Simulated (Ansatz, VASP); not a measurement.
# AlN in VASP and in Ansatz

```
Al N
1.0
     0.00000    2.03383    2.03383
     2.03383    0.00000    2.03383
     2.03383    2.03383    0.00000
Al N
1 1
Cartesian
  0.0000 0.0000 0.0000
  2.0338 2.0338 2.0338
```

Change from the starting cell: species swapped into the SbRh type (Pnma, No. 62).

Alike in both runs: task single point; functional PBE; k mesh 8 × 8 × 8; occupations gaussian, width 0.1 eV; no spin polarisation.

|  | VASP | Ansatz |
| --- | --- | --- |
| version | VASP 6.6.1 | Ansatz 0.2.0 |
| potentials or method | VASP PAW PBE potentials, release 64 (Al, N), cutoff 600 eV | scalar-relativistic, plane waves, PAW |
| valence electrons in the cell | 8 | 8 |

Ansatz gave:

```
gap on the k mesh at the Fermi level (eV) : 4.46
least direct gap on the mesh (eV)         : 5.41
pressure (GPa)                            : 0.5
```

**Question.** Which values does VASP return?

**Answer.** gap on the k mesh at the Fermi level (eV): 4.43; least direct gap on the mesh (eV): 5.42; pressure (GPa): 0.1.

With one functional, cell and mesh, what is left measures potentials, basis and numerics.
